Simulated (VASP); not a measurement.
A run of VASP 6.6.1 is set up as follows.

The input INCAR:

```
SYSTEM = KTaO3
  PREC = Accurate
  ENCUT = 520
  EDIFF = 1E-6
  ISMEAR = -1
  SIGMA = 0.05
  LREAL = .FALSE.
  LASPH = .TRUE.
  NELM = 60
  ALGO = Normal
  ISIF = 2
  LWAVE = .FALSE.
  LCHARG = .FALSE.
  GGA = PE
  NBANDS = 27
```

KPOINTS

```
regular mesh
0
G
  7 7 7
  0 0 0
```

File POSCAR:

```
KTaO3
1.0
    3.9883000000      0.0000000000      0.0000000000
    0.0000000000      3.9883000000      0.0000000000
    0.0000000000      0.0000000000      3.9883000000
Ta K O
1 1 3
Direct
   -0.0087940000      0.0063740000     -0.0131730000
    0.5086730000      0.4977750000      0.5225520000
   -0.0034950000      0.0010270000      0.4899110000
    0.0004730000      0.5042430000      0.0017690000
    0.4954080000      0.0073200000     -0.0041280000
```

Potentials or basis: VASP PAW PBE potentials, release 64 (Ta_pv, K_sv, O).

Launch:

```bash
$ cat potpaw_PBE.64/Ta_pv/POTCAR potpaw_PBE.64/K_sv/POTCAR potpaw_PBE.64/O/POTCAR > POTCAR
$ mpirun -np 1 vasp_std > vasp.out
```

(1) What does it give for the band gap on the k mesh?

(2) What does it give for the pressure?

## Answers

(1) 2.24 eV, indirect (least direct gap 2.81 eV).

(2) 6.3 GPa.

Caveat: the cell differs from its parent crystal (atoms moved at random); spin-orbit coupling is left out, which moves the levels of the heavy elements.
